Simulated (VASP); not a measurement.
# CdS (sol) (Fm-3m) in VASP: further runs

Runs on CdS (sol). Level: PBEsol. Tasks: single point, relaxation of cell and atoms.

Everything below comes from runs of VASP 6.6.1. Logs are shortened: lines on timing, memory, paths and dates and some standing lists are left out, and cuts for length are marked.

## Step 1: The cell of the first run

It takes space group Fm-3m (No. 225, cubic). Conventional cell: a = 5.506 Å, b = 5.506 Å, c = 5.506 Å, α = 90.00°, β = 90.00°, γ = 90.00°. Within 3.6 Å of Cd (site symmetry m-3m) lie 6 S at 2.75 Å. S (site symmetry m-3m) has 6 Cd at 2.75 Å within 3.6 Å.

## Step 2: Single point, PBEsol

INCAR

```
SYSTEM = CdS
ALGO = Normal
EDIFF = 1E-6
ENCUT = 500
GGA = PS
GGA_COMPAT = .False.
ISIF = 2
ISMEAR = 0
LASPH = .True.
LCHARG = .False.
LREAL = .False.
LWAVE = .False.
NBANDS = 16
NELM = 120
PREC = Accurate
SIGMA = 0.1
```

KPOINTS

```
k-points
0
Gamma
  6 6 6
  0 0 0
```

POSCAR

```
CdS
1.0
    0.0000000000      2.7532440000      2.7532440000
    2.7532440000      0.0000000000      2.7532440000
    2.7532440000      2.7532440000      0.0000000000
Cd S
1 1
Direct
    0.0000000000      0.0000000000      0.0000000000
    0.5000000000      0.5000000000      0.5000000000
```

Potentials or basis: VASP PAW PBE potentials, release 64 (Cd, S).

Run with:

```bash
$ cat potpaw_PBE.64/Cd/POTCAR potpaw_PBE.64/S/POTCAR > POTCAR
$ mpirun -np 1 vasp_std > vasp.out
```

OUTCAR:

```text
SYSTEM = CdS
   EDIFF = 1E-6
   ENCUT = 500
   GGA = PS
   ISIF = 2
   ISMEAR = 0
   LASPH = .True.
   LREAL = .False.
   NELM = 120
   PREC = Accurate

 ion  position               nearest neighbor table
   1  0.000  0.000  0.000-   2 2.75   2 2.75   2 2.75   2 2.75   2 2.75   2 2.75
   2  0.500  0.500  0.500-   1 2.75   1 2.75   1 2.75   1 2.75   1 2.75   1 2.75

  LATTYP: Found a face centered cubic cell.
 ALAT       =     5.5064880000

  Lattice vectors:

 A1 = (   0.0000000000,   2.7532440000,   2.7532440000)
 A2 = (   2.7532440000,   0.0000000000,   2.7532440000)
 A3 = (   2.7532440000,   2.7532440000,   0.0000000000)

Analysis of symmetry for initial positions (statically):
=====================================================================
 Subroutine PRICEL returns:
 Original cell was already a primitive cell.

 Routine SETGRP: Setting up the symmetry group for a
 face centered cubic supercell.

 Subroutine GETGRP returns: Found 48 space group operations
 (whereof 48 operations were pure point group operations)
 out of a pool of 48 trial point group operations.

The static configuration has the point symmetry O_h .

Analysis of symmetry for dynamics (positions and initial velocities):
=====================================================================
 Subroutine PRICEL returns:
 Original cell was already a primitive cell.

 Routine SETGRP: Setting up the symmetry group for a
 face centered cubic supercell.

 Subroutine GETGRP returns: Found 48 space group operations
 (whereof 48 operations were pure point group operations)
 out of a pool of 48 trial point group operations.

The dynamic configuration has the point symmetry O_h .

 Subroutine INISYM returns: Found 48 space group operations
 (whereof 48 operations are pure point group operations),
 and found     1 'primitive' translations

----------------------------------------------------------------------------------------

                                     Primitive cell

  volume of cell :      41.7411

  direct lattice vectors                    reciprocal lattice vectors
     0.000000000  2.753244000  2.753244000    -0.181603955  0.181603955  0.181603955
     2.753244000  0.000000000  2.753244000     0.181603955 -0.181603955  0.181603955
     2.753244000  2.753244000  0.000000000     0.181603955  0.181603955 -0.181603955

  length of vectors
     3.893675005  3.893675005  3.893675005     0.314547277  0.314547277  0.314547277

  position of ions in fractional coordinates (direct lattice)
[... 70 lines left out ...]
   EDIFF  = 0.1E-05   stopping-criterion for ELM
   LREAL  =      F    real-space projection
   EDIFFG = 0.1E-04   stopping-criterion for IOM
   NSW    =      0    number of steps for IOM
   IBRION =     -1    ionic relax: 0-MD 1-quasi-New 2-CG
   NFREE  =      0    steps in history (QN), initial steepest desc. (CG)
   ISIF   =      2    stress and relaxation
   ISYM   =      2    0-nonsym 1-usesym 2-fastsym
   POTIM  = 0.5000    time-step for ionic-motion
   TEBEG  =    0.0;   TEEND  =   0.0 temperature during run
   PSTRESS=    0.0 pullay stress
   NELECT =      18.0000    total number of electrons
   NUPDOWN=      -1.0000    fix difference up-down
   EMIN   =  10.00;   EMAX   =-10.00  energy-range for DOS
   EFERMI =   0.00;   METHOD = LEGACY
   ISMEAR =     0;   SIGMA  =   0.10  broadening in eV -4-tet -1-fermi 0-gaus
   EFERMI_NEDOS =   21; number of points for ismear=-14 and -15
   IALGO  =     38    algorithm
   IMIX   =      4    mixing-type and parameters
     AMIX     =   0.40;   BMIX     =  1.00
     AMIX_MAG =   1.60;   BMIX_MAG =  1.00
  volume/ion in A,a.u.               =      20.87       140.84
  Fermi-wavevector in a.u.,A,eV,Ry     =   1.236833  2.337275 20.813583  1.529755
  Thomas-Fermi vector in A             =   2.371425
   LORBIT       =      0    0 simple, 1 ext, 2 COOP (PROOUT), +10 PAW based schemes
   GGA     = PS    functional components
   LHFCALC =     F    Hartree Fock is set to
   AEXX    =    0.0000 exact exchange contribution
   IVDW    =     0    specifies the selected vdW correction
   LEPSILON=     F    determine dielectric tensor
   LRPA    =     F    only Hartree local field effects (RPA)
 non-spin polarized calculation
 Gauss-broadening in eV      SIGMA  =   0.10
  energy-cutoff  :      500.00
  volume of cell :       41.74
 maximum number of plane-waves:      1068
   NGX = 15   NGY = 15   NGZ = 15

 number of electron      17.9999990 magnetization

 Free energy of the ion-electron system (eV)
  ---------------------------------------------------
  ext. energy  EPLUGINS =         0.00000000
  ---------------------------------------------------
  free energy    TOTEN  =        -6.61220399 eV

  energy without entropy =       -6.61031240  energy(sigma->0) =       -6.61125819

 E-fermi :   2.7127     XC(G=0): -10.5078

 val. band max:        2.6155358917   @ k =   0.5000   0.0000   0.0000
 cond. band min:       2.7495033043   @ k =   0.5000   0.5000   0.0000
 fundamental gap:      0.1339674126
 Fermi energy:         2.7126668004

 k-point     1 :       0.0000    0.0000    0.0000
  band No.  band energies     occupation
      1     -10.0681      2.00000
      2      -4.9376      2.00000
      3      -4.9376      2.00000
      4      -4.9357      2.00000
      5      -4.9357      2.00000
      6      -4.9357      2.00000
[... 281 lines left out ...]
      3      -5.0009      2.00000
      4      -4.8211      2.00000
      5      -4.6719      2.00000
      6      -4.1692      2.00000
[... 8 lines left out ...]
     15      16.2396      0.00000
     16      17.2339      0.00000

------------------------ aborting loop because EDIFF is reached ----------------------------------------

  FORCE on cell =-STRESS in cart. coord.  units (eV):
  Direction    XX          YY          ZZ          XY          YZ          ZX
  --------------------------------------------------------------------------------------
  -------------------------------------------------------------------------------------
  Total       -1.0244861     -1.0244861     -1.0244861     -0.0000000      0.0000000     -0.0000000
  in kB      -39.3235366    -39.3235366    -39.3235366     -0.0000000      0.0000000     -0.0000000
  external PRESSURE =     -39.3235366 kB  Pullay stress =       0.0000000 kB

 VOLUME and BASIS-vectors are now :
 -----------------------------------------------------------------------------
  energy-cutoff  :      500.00
  volume of cell :       41.74
      direct lattice vectors                 reciprocal lattice vectors
     0.000000000  2.753244000  2.753244000    -0.181603955  0.181603955  0.181603955
     2.753244000  0.000000000  2.753244000     0.181603955 -0.181603955  0.181603955
     2.753244000  2.753244000  0.000000000     0.181603955  0.181603955 -0.181603955

 POSITION                                       TOTAL-FORCE (eV/Angst)
 -----------------------------------------------------------------------------------
      0.00000      0.00000      0.00000        -0.000000      0.000000      0.000000
      2.75324      2.75324      2.75324         0.000000      0.000000     -0.000000
 -----------------------------------------------------------------------------------
    total drift:                                0.000000      0.000000      0.000000

  FREE ENERGIE OF THE ION-ELECTRON SYSTEM (eV)
  ---------------------------------------------------
  free  energy   TOTEN  =        -6.6122039924 eV

  energy  without entropy=       -6.6103123958  energy(sigma->0) =       -6.61125819
```

OSZICAR:

```text
N       E                     dE             d eps       ncg     rms          rms(c)
DAV:   1     0.103251540600E+03    0.10325E+03   -0.90217E+03   528   0.102E+03
DAV:   2    -0.345901022596E+01   -0.10671E+03   -0.99601E+02   584   0.251E+02
DAV:   3    -0.713105437261E+01   -0.36720E+01   -0.36637E+01   664   0.491E+01
DAV:   4    -0.714830314943E+01   -0.17249E-01   -0.17247E-01   568   0.326E+00
DAV:   5    -0.714846646069E+01   -0.16331E-03   -0.16331E-03   664   0.313E-01    0.686E+00
DAV:   6    -0.663964957446E+01    0.50882E+00   -0.83247E-01   696   0.120E+01    0.586E+00
DAV:   7    -0.661599566822E+01    0.23654E-01   -0.13558E-01   616   0.273E+00    0.299E+00
DAV:   8    -0.661259796593E+01    0.33977E-02   -0.16795E-02   576   0.159E+00    0.242E-01
DAV:   9    -0.661220769047E+01    0.39028E-03   -0.20364E-03   648   0.622E-01    0.547E-02
DAV:  10    -0.661219289118E+01    0.14799E-04   -0.24584E-04   640   0.181E-01    0.439E-02
DAV:  11    -0.661220418677E+01   -0.11296E-04   -0.26440E-05   608   0.432E-02    0.275E-02
DAV:  12    -0.661220481270E+01   -0.62593E-06   -0.12870E-05   600   0.259E-02    0.123E-02
DAV:  13    -0.661220399241E+01    0.82029E-06   -0.20588E-06   512   0.102E-02
   1 F= -.66122040E+01 E0= -.66112582E+01  d E =-.189160E-02
```

It took 11 s on 1 thread of Intel Xeon Platinum 8259CL at 2.50GHz (Skylake/Cascade Lake), shared host; peak memory 0.15 GiB.

What came out:

```yaml
Free_energy: -6.6122 eV
Pressure: -3.9 GPa
Band_gap_on_the_k_mesh: 0.13 eV, indirect (least direct gap 1.42 eV)
```

Levels at points of the mesh, in eV from the valence-band top:
```
           k point  band 6  band 7  band 8  band 9  band 10  band 11  band 12  band 13
(0.00, 0.00, 0.00)   -7.55   -0.71   -0.71   -0.71     0.71     9.15     9.15     9.15
(0.50, 0.00, 0.00)   -7.35   -4.82    0.00    0.00     3.37     5.81     5.81     6.59
(0.50, 0.50, 0.00)   -6.64   -4.18   -2.09   -2.09     0.13     5.93     9.61    11.00
```

Caveat: the PAW data sets were made with another functional, which shifts forces and pressure a little. A k mesh can miss the band edges.

## Step 3: Single point, PBEsol

This run uses another cell than the first one, of 19.65 Å³/atom, 0.942 times its volume.

INCAR

```
  PREC = Accurate
  ENCUT = 500
  EDIFF = 1E-6
  ISMEAR = 0
  SIGMA = 0.01
  LREAL = F
  LASPH = T
  NELM = 120
  ALGO = Normal
  ISIF = 2
  LWAVE = F
  LCHARG = T
  GGA = PS
  LELF = T
  LVHAR = T
  NBANDS = 16
  GGA_COMPAT = F
```

KPOINTS

```
Automatic mesh
0
Gamma
  12 12 12
```

POSCAR

```
CdS
1.0
    0.0000000000      2.6986991525      2.6986991525
    2.6986991525      0.0000000000      2.6986991525
    2.6986991525      2.6986991525      0.0000000000
Cd S
1 1
Direct
    0.0000000000      0.0000000000      0.0000000000
    0.5000000000      0.5000000000      0.5000000000
```

Potentials or basis: VASP PAW PBE potentials, release 64 (Cd, S).

Run with:

```bash
$ cat potpaw_PBE.64/Cd/POTCAR potpaw_PBE.64/S/POTCAR > POTCAR
$ mpirun -np 1 vasp_std > vasp.out
```

It took 46 s on 1 thread of Intel Xeon Platinum 8259CL at 2.50GHz (Skylake/Cascade Lake), shared host; peak memory 0.18 GiB.

The run converged. Its results:

| Item | Value |
| --- | --- |
| Free energy | -6.6470 eV |
| Pressure | 0.5 GPa |
| Band gap on the k mesh | 0.12 eV, indirect (least direct gap 1.82 eV) |

Levels at points of the mesh, in eV from the valence-band top:
```csv
k point,band 7,band 8,band 9,band 10,band 11,band 12
"(0.00, 0.00, 0.00)",-0.85,-0.85,-0.85,0.97,9.16,9.16
"(0.50, 0.00, 0.00)",-5.11,0.00,0.00,3.31,5.76,5.76
"(0.50, 0.50, 0.00)",-4.60,-2.35,-2.35,0.12,5.84,10.00
```

Caveat: the PAW data sets were made with another functional, which shifts forces and pressure a little. A k mesh can miss the band edges.

## Step 4: Relaxation of cell and atoms, PBEsol

INCAR

```
SYSTEM = CdS
PREC = Accurate
ENCUT = 500
EDIFF = 1E-7
ISMEAR = 0
SIGMA = 0.01
LREAL = .False.
LASPH = .True.
NELM = 120
ALGO = Normal
ISIF = 3
LWAVE = .False.
LCHARG = .False.
GGA = PS
IBRION = 2
NSW = 100
EDIFFG = -0.002
GGA_COMPAT = .False.
NELMIN = 4
```

KPOINTS

```
Automatic mesh
0
Gamma
  12 12 12
  0 0 0
```

POSCAR

```
CdS
1.0
    0.0000000000      2.7532440000      2.7532440000
    2.7532440000      0.0000000000      2.7532440000
    2.7532440000      2.7532440000      0.0000000000
Cd S
1 1
Direct
    0.0000000000      0.0000000000      0.0000000000
    0.5000000000      0.5000000000      0.5000000000
```

Run with:

```bash
$ cat potpaw_PBE.64/Cd/POTCAR potpaw_PBE.64/S/POTCAR > POTCAR
$ mpirun -np 1 vasp_std > vasp.out
```

Run time: 80 s. Hardware: 1 thread of Intel Xeon Platinum 8259CL at 2.50GHz (Skylake/Cascade Lake), shared host; peak memory 0.18 GiB.

It converged, with:

| Item | Value |
| --- | --- |
| Free energy | -6.6480 eV |
| Relaxed volume | 19.78 Å³/atom |
| Relaxed cell | a = 3.825 Å, b = 3.825 Å, c = 3.825 Å, α = 60.00°, β = 60.00°, γ = 60.00° |
| Space group after relaxing (to 0.05 Å) | Fm-3m (No. 225) |
| Energy gained by relaxing | 14.2 meV/atom |
| Ionic steps | 3 |
| Pressure after relaxing | 0.0 GPa |
| Band gap on the k mesh | 0.12 eV, indirect (least direct gap 1.77 eV) |

The path:
```tsv
step	energy change (eV)	largest force (eV/Å)	pressure (GPa)	volume (Å³)
1	0.0000	0.0000	-3.97	41.74
2	-0.0233	0.0000	1.96	38.70
3	-0.0284	0.0000	0.00	39.56
```

Final structure:
```yaml
crystal:
  lattice:
    - [0.00000, 2.70444, 2.70444]
    - [2.70444, 0.00000, 2.70444]
    - [2.70444, 2.70444, 0.00000]
  atoms:
    - { symbol: Cd, position: [0.00000, 0.00000, 0.00000] }
    - { symbol: S, position: [0.50000, 0.50000, 0.50000] }
```

Levels at points of the mesh, in eV from the valence-band top:
```tsv
k point	band 5	band 6	band 7	band 8	band 9	band 10	band 11	band 12	band 13
(0.00, 0.00, 0.00)	-7.68	-7.68	-0.83	-0.83	-0.83	0.94	9.16	9.16	9.16
(0.50, 0.00, 0.00)	-7.45	-7.45	-5.07	0.00	0.00	3.32	5.77	5.77	7.04
(0.50, 0.50, 0.00)	-7.37	-6.62	-4.56	-2.32	-2.32	0.12	5.85	9.96	11.41
```

Caveat: the PAW data sets were made with another functional, which shifts forces and pressure a little. A k mesh can miss the band edges.

## Step 5: The runs side by side

| task | cell | k mesh | smearing | gap on the mesh (eV) | pressure (GPa) |
| --- | --- | --- | --- | --- | --- |
| single point | a = 3.894 Å, angles 60.0°, 2 atoms | 6 × 6 × 6 | gaussian 0.1 eV | 0.13 | -3.9 |
| single point | a = 3.817 Å, angles 60.0°, 2 atoms | 12 × 12 × 12 | gaussian 0.01 eV | 0.12 | 0.5 |
| relaxation of cell and atoms | relaxed from a = 3.894 Å, angles 60.0°, 2 atoms | 12 × 12 × 12 | gaussian 0.01 eV | 0.12 | 0.0 |

Alike in all rows: level PBEsol; potentials or basis VASP PAW PBE potentials, release 64 (Cd, S); no spin polarisation; cutoff (eV) 500.

Caveats: the PAW data sets were made with another functional, which shifts forces and pressure a little.

Total energies depend on the potentials used, so only differences within one code and one set of settings carry meaning.
